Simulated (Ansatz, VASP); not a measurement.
**Ti3Al: VASP beside Ansatz**

The input INCAR:

```
PREC     = Accurate       # precision mode
ENCUT    = 500            # plane-wave cutoff, eV
EDIFF    = 1E-6           # SCF threshold, eV
ISMEAR   = 0              # smearing method
SIGMA    = 0.15           # smearing width, eV
LREAL    = F              # projectors in reciprocal space
LASPH    = T              # aspherical terms in the spheres
NELM     = 200            # most SCF steps
ALGO     = Normal         # electronic algorithm
ISIF     = 2              # what is computed and relaxed
LWAVE    = F              # write WAVECAR
LCHARG   = F              # write CHGCAR
ISPIN    = 2              # spin polarisation
MAGMOM   = 0.22 0.22 0.96 0 # initial moments
LORBIT   = 11             # projections on sites
LMAXMIX  = 4              # l up to which the mixer works
GGA      = PS             # functional
NBANDS   = 32             # bands
GGA_COMPAT= F            
KPAR     = 4
```

KPOINTS

```
regular mesh
0
Gamma
  14 14 14
```

Contents of POSCAR:

```
Ti3Al
1.0
    0.0000000000      3.1915212988      3.0319452339
    3.1915212988      0.0000000000      3.0319452339
    3.1915212988      3.1915212988      0.0000000000
Ti Al
3 1
Direct
    0.7500000000      0.7500000000      0.7500000000
    0.2500000000      0.2500000000      0.2500000000
    0.0000000000      0.0000000000      0.0000000000
    0.5000000000      0.5000000000      0.5000000000
```

Input for Ansatz:

```yaml
crystal:
  lattice:
    - [0.0, 3.1915212988, 3.0319452339]
    - [3.1915212988, 0.0, 3.0319452339]
    - [3.1915212988, 3.1915212988, 0.0]
  atoms:
    - { symbol: Ti, position: [0.75, 0.75, 0.75], spin: 0.22 }
    - { symbol: Ti, position: [0.25, 0.25, 0.25], spin: 0.22 }
    - { symbol: Ti, position: [0.0, 0.0, 0.0], spin: 0.96 }
    - { symbol: Al, position: [0.5, 0.5, 0.5] }
basis:
  ecutwfc: 420
kpoints:
  mp_grid: { grid: [14, 14, 14] }
hamiltonian:
  xc: pbesol
scf:
  occupations: { method: gaussian, width: 0.15 }
output:
  forces: true
  stress: true
  eigenvalues: true
  populations: true
  write_density: true
  write_potential: true
  elf: true
  volumetric_format: npy
magnetization:
  spin_polarized: true
```

Change from the starting cell: strain +0.000 along x and y, -0.050 along z, atoms carried along.

Alike in both runs: task single point; functional PBEsol; k mesh 14 × 14 × 14; occupations gaussian, width 0.15 eV; collinear spin.

|  | VASP | Ansatz |
| --- | --- | --- |
| version | VASP 6.6.1 | Ansatz 0.2.0 |
| potentials or method | VASP PAW PBE potentials, release 64 (Ti_sv, Al), cutoff 500 eV | scalar-relativistic, plane waves, PAW |
| valence electrons in the cell | 39 | 39 |

```tsv
	VASP	Ansatz	Ansatz less VASP
gap on the k mesh at the Fermi level (eV)	none	none	-
pressure (GPa)	6.4	6.6	+0.17
traceless stress, the component that is largest in VASP (GPa)	1.23	1.25	+0.013
net moment per atom (μB)	0.35	0.35	+0.001
size of the moment on the site where the two differ most (μB)	0.74	0.72	-0.015
```

VASP's potentials were made for PBE, not for PBEsol. Site moments also hang on the region over which each program counts them. A gap of «none» marks a metal or a gap that the smearing closes. The functional is the same, so the differences come from potentials, cutoffs and numerics.
